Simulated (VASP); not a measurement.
Set up this calculation in VASP 6.6.1, as the native input.

```
Task                   : single point
Functional             : PBE
Potentials or basis    : VASP PAW PBE potentials, release 64 (W_sv, C)
Cutoff                 : 520 eV
k mesh                 : 3 × 3 × 3
Occupations            : fermi-dirac, width 0.3 eV
Spin                   : no spin polarisation
Dipole correction      : no
Further INCAR settings : LREAL = Auto; ALGO = Normal; EDIFF = 1e-06; NBANDS = 86
```

The structure of WC lies in POSCAR:

```
WC
1.0
   -2.8994000000     -5.0219080000      0.0000000000
    4.3491000000     -2.5109540000      0.0000000000
    0.0000000000      0.0000000000      5.6546000000
W C
8 8
Direct
    0.7411367832      0.5005982822      0.0011141372
    0.7352078951      0.4899546506      0.5058182718
    0.4554457366     -0.0095607439      0.0083118169
    0.4931703768      0.0034025869      0.5011671913
    0.2315937152      0.4835443696      0.0277826902
    0.2385128460      0.5363739959      0.4937749797
   -0.0035527257      0.0204868196     -0.0200544689
   -0.0217794798     -0.0010456011      0.4945177378
    0.5017483258      0.6600145078      0.2737417324
    0.4891017103      0.6885336044      0.7644218866
    0.2102747628      0.1417467171      0.2534396774
    0.2437664617      0.1979435927      0.7679057758
   -0.0354165269      0.6981245136      0.2295653097
   -0.0467865454      0.6540771861      0.7438015067
    0.6811755000      0.2024327435      0.2470908641
    0.7234506648      0.1746735779      0.7487709122
```

These files were run (other wordings do the same):

INCAR

```
PREC = Accurate
ENCUT = 520
EDIFF = 1E-6
ISMEAR = -1
SIGMA = 0.3
LREAL = Auto
LASPH = True
NELM = 100
ALGO = Normal
ISIF = 2
LWAVE = False
LCHARG = False
GGA = PE
NBANDS = 86
```

KPOINTS

```
regular mesh
0
Gamma
  3 3 3
```

Potentials or basis: VASP PAW PBE potentials, release 64 (W_sv, C).

Command:

```console
$ cat potpaw_PBE.64/W_sv/POTCAR potpaw_PBE.64/C/POTCAR > POTCAR
$ mpirun -np 1 vasp_std > vasp.out
```

Results of the run:

```
Pressure               : 21.4 GPa
Largest force          : 5.835 eV/Å
Band gap on the k mesh : zero (bands 72 and 73 overlap by 0.19 eV)
```

Caveat: the k points lie up to 0.42 Å⁻¹ apart; so wide a smearing shifts energies and pressures; spin-orbit coupling is left out, which moves the levels of the heavy elements; forces of over 1 eV/Å act on the atoms, so gaps and moduli don't describe the material at rest.

Run time: 2.7 min on 1 thread of Intel(R) Xeon(R) 6975P-C (Granite Rapids), on a shared host, peak memory 0.34 GiB.
